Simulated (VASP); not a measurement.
Set up this calculation in VASP 6.6.1, as the native input.

```yaml
Task: single point
Functional: PBE
Potentials_or_basis: VASP PAW PBE potentials, release 64 (Sn_d, P)
Cutoff: 520 eV
k_mesh: 1 × 1 × 1, shifted
Occupations: fermi-dirac, width 0.05 eV
Spin: no spin polarisation
Dipole_correction: no
Further_INCAR_settings: LREAL = Auto; ALGO = Normal; EDIFF = 1e-07; NBANDS = 68; ISYM = 0
```

The structure of Sn4P11 lies in POSCAR:

```
Sn4P11
1.0
    6.9109540000     -0.1477090000      0.0559190000
   -0.1477090000      6.8279300000     -0.2761220000
    0.0559190000     -0.2761220000      6.8173210000
Sn P
4 11
Direct
    0.8157455544      0.4870810290      0.1557833513
    0.3767221631      0.0886450808      0.6572209128
    0.8233364598      0.0867897106      0.6248899527
    0.2795075697      0.4820857112      0.0269218197
    0.4118650436      0.7753209581      0.2831866201
    0.4150053702      0.5485358065      0.4941549795
    0.9545658429      0.5619469709      0.7556464708
    0.5981480290      0.1886776898     -0.0031138007
    1.0189663521      0.3790406607      0.4765487625
    0.0904232199      0.1291683333      0.1848676104
    0.4420508153      0.7364058847      0.7776234721
    0.9916032214      0.8956067797      0.9150545023
    0.1230398850      0.8895470580      0.3805526020
    0.7901716585      0.9835385675      0.1760853020
    0.7061432050      0.6930821760      0.5950082759
```

One way to write it, as run:

INCAR

```
SYSTEM = Sn4P11
PREC     = Accurate       ! precision mode
ENCUT    = 520            ! plane-wave cutoff, eV
EDIFF    = 1E-7           ! SCF threshold, eV
ISMEAR   = -1             ! smearing method
SIGMA    = 0.05           ! smearing width, eV
LREAL    = Auto         
LASPH    = .TRUE.         ! aspherical terms in the spheres
NELM     = 100            ! most SCF steps
ALGO     = Normal         ! electronic algorithm
ISIF     = 2              ! what is computed and relaxed
LWAVE    = .FALSE.        ! write WAVECAR
LCHARG   = .FALSE.        ! write CHGCAR
GGA      = PE             ! functional
NBANDS   = 68             ! bands
ISYM     = 0
```

KPOINTS

```
Automatic mesh
0
Gamma
  1 1 1
  0.25 0.25 0.25
```

Potentials or basis: VASP PAW PBE potentials, release 64 (Sn_d, P).

Run with:

```bash
$ cat potpaw_PBE.64/Sn_d/POTCAR potpaw_PBE.64/P/POTCAR > POTCAR
$ mpirun -np 1 vasp_std > vasp.out
```

Results of the run:

```
Pressure      : 1.3 GPa
Largest force : 0.767 eV/Å
```

Caveat: the k points lie up to 0.92 Å⁻¹ apart.

It took 31 s on 1 thread of Intel(R) Xeon(R) 6975P-C (Granite Rapids), with other jobs on the host, peak memory 0.35 GiB.
